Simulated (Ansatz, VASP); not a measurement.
## WC in VASP and in Ansatz

INCAR

```
ALGO = Normal
EDIFF = 1E-6
EDIFFG = -0.01
ENCUT = 600
GGA = PE
IBRION = 2
ISIF = 3
ISMEAR = 1
LASPH = True
LCHARG = False
LREAL = False
LWAVE = False
NELM = 80
NSW = 60
PREC = Accurate
SIGMA = 0.1
```

KPOINTS

```
k-points
0
Gamma
  11 11 10
```

POSCAR

```
WC
1.0
    2.9065000000      0.0000000000      0.0000000000
   -1.4532500000      2.5171028361      0.0000000000
    0.0000000000      0.0000000000      2.8366000000
W C
1 1
Direct
    0.0000000000      0.0000000000      0.0000000000
    0.6666666667      0.3333333333      0.5000000000
```

Input for Ansatz:

```yaml
crystal:
  lattice:
    a: 2.9065
    b: 2.9065
    c: 2.8366
    alpha: 90.0
    beta: 90.0
    gamma: 120.0
  atoms:
    - { symbol: W, position: [0.0, 0.0, 0.0] }
    - { symbol: C, position: [0.6666666666666666, 0.3333333333333333, 0.5] }
basis:
  ecutwfc: 420.0
kpoints:
  mp_grid:
    grid: [11, 11, 10]
hamiltonian:
  xc: pbe
  dispersion: none
scf:
  occupations:
    method: cold
  eigensolver:
    kind: davidson
    full_accuracy: true
relax:
  max_steps: 40
  cell: {}
```

Alike in both runs: task relaxation of cell and atoms; functional PBE; k mesh 11 × 11 × 10; no spin polarisation.

|  | VASP | Ansatz |
| --- | --- | --- |
| version | VASP 6.6.1 | Ansatz 0.2.0 |
| potentials or method | VASP PAW PBE potentials, release 64 (W_sv, C), cutoff 600 eV | plane waves, PAW |
| occupations | methfessel-paxton of order 1, width 0.1 eV | cold |
| valence electrons in the cell | 18 | 18 |

```tsv
	VASP	Ansatz	Ansatz less VASP
relaxed volume (Å³/atom)	10.55	10.53	-0.026
relaxed cell length with the largest relative difference (Å)	2.850	2.847	-0.0027
```

Spin-orbit coupling is off throughout.
